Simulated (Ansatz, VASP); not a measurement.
La2Hf2O in VASP and in Ansatz

```xyz
5
Lattice="-2.4846 2.4846 4.6192 2.4846 -2.4846 4.6192 2.4846 2.4846 -4.6192" Properties=species:S:1:pos:R:3 pbc="T T T"
La    0.0000    2.4846    0.0000
La    2.4846    0.0000    0.0000
Hf    0.0000    2.4846    2.3096
Hf    2.4846    0.0000    2.3096
O     0.0000    0.0000    4.6192
```

Alike in both runs: task single point; functional PBE; k mesh 6 × 6 × 6; occupations gaussian, width 0.1 eV; no spin polarisation.

|  | VASP | Ansatz |
| --- | --- | --- |
| version | VASP 6.6.1 | Ansatz 0.2.0 |
| potentials or method | VASP PAW PBE potentials, release 64 (La, Hf_pv, O), cutoff 520 eV | scalar-relativistic, plane waves, PAW |
| valence electrons in the cell | 48 | 80 |

|  | VASP | Ansatz | Ansatz less VASP |
| --- | --- | --- | --- |
| gap on the k mesh at the Fermi level (eV) | none | none | - |
| pressure (GPa) | 25.0 | 24.5 | -0.59 |
| traceless stress, the component that is largest in VASP (GPa) | 60.38 | 58.87 | -1.516 |

A gap of «none» marks a metal or a gap that the smearing closes. The functional is the same, so the differences come from potentials, cutoffs and numerics. VASP's potentials hold 48 valence electrons a cell and Ansatz's 80, so a difference there can come from the potentials and not from the codes.

Spin-orbit coupling is off throughout.
